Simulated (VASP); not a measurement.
A run of VASP 6.6.1 is set up as follows.

File INCAR:

```
SYSTEM = SnTe3
PREC     = Accurate       ! precision mode
ENCUT    = 600            ! plane-wave cutoff, eV
EDIFF    = 1E-6           ! SCF threshold, eV
ISMEAR   = -1             ! smearing method
SIGMA    = 0.05           ! smearing width, eV
LREAL    = .False.        ! projectors in reciprocal space
LASPH    = .True.         ! aspherical terms in the spheres
NELM     = 100            ! most SCF steps
ALGO     = Normal         ! electronic algorithm
ISIF     = 3              ! what is computed and relaxed
LWAVE    = .False.        ! write WAVECAR
LCHARG   = .False.        ! write CHGCAR
GGA      = PS             ! functional
IBRION   = 2              ! ionic algorithm
NSW      = 80             ! ionic steps
EDIFFG   = -0.005         ! ionic threshold
PSTRESS  = 100.0
```

The input KPOINTS:

```
regular mesh
0
Gamma
  6 6 6
  0 0 0
```

The input POSCAR:

```
SnTe3
1.0
    0.0000000000      3.8612190000      3.8612190000
    3.8612190000      0.0000000000      3.8612190000
    3.8612190000      3.8612190000      0.0000000000
Te Sn
3 1
Direct
    0.5000000000      0.5000000000      0.5000000000
    0.7500000000      0.7500000000      0.7500000000
    0.2500000000      0.2500000000      0.2500000000
    0.0000000000      0.0000000000      0.0000000000
```

Potentials or basis: VASP PAW PBE potentials, release 64 (Te, Sn_d).

The run is started by

```sh
$ cat potpaw_PBE.64/Te/POTCAR potpaw_PBE.64/Sn_d/POTCAR > POTCAR
$ mpirun -np 1 vasp_std > vasp.out
```

Q: Predict the space group after relaxing (to 0.05 Å).

A: Fm-3m (No. 225).

Q: What does it give for the relaxed cell?

A: a = 5.133 Å, b = 5.133 Å, c = 5.133 Å, α = 60.00°, β = 60.00°, γ = 60.00°.

Q: Predict the band gap on the k mesh.

A: Zero (band 16 reaches 10.65 eV, above the bottom of band 17 at 7.80 eV).

Q: What does it give for the relaxed volume?

A: 23.90 Å³/atom.

Step by step:
| step | energy change (eV) | largest force (eV/Å) | pressure (GPa) | volume (Å³) |
| --- | --- | --- | --- | --- |
| 1 | 0.0000 | 0.0000 | -2.81 | 115.13 |
| 2 | 2.2180 | 0.0000 | 35.18 | 80.88 |
| 3 | 0.2664 | 0.0000 | 9.35 | 96.21 |
| 4 | 0.2953 | 0.0000 | 9.88 | 95.73 |
| 5 | 0.3182 | 0.0000 | 10.28 | 95.36 |
| 6 | 0.2857 | 0.0000 | 9.70 | 95.89 |
| 7 | 0.3030 | 0.0000 | 10.01 | 95.60 |

Caveat: the cell is relaxed towards a set pressure, so the enthalpy falls and the energy may rise; the volume moved by over 15 % at a fixed basis, so the end points are rough; the PAW data sets were made with another functional, which shifts forces and pressure a little; spin-orbit coupling is left out, which moves the levels of the heavy elements.
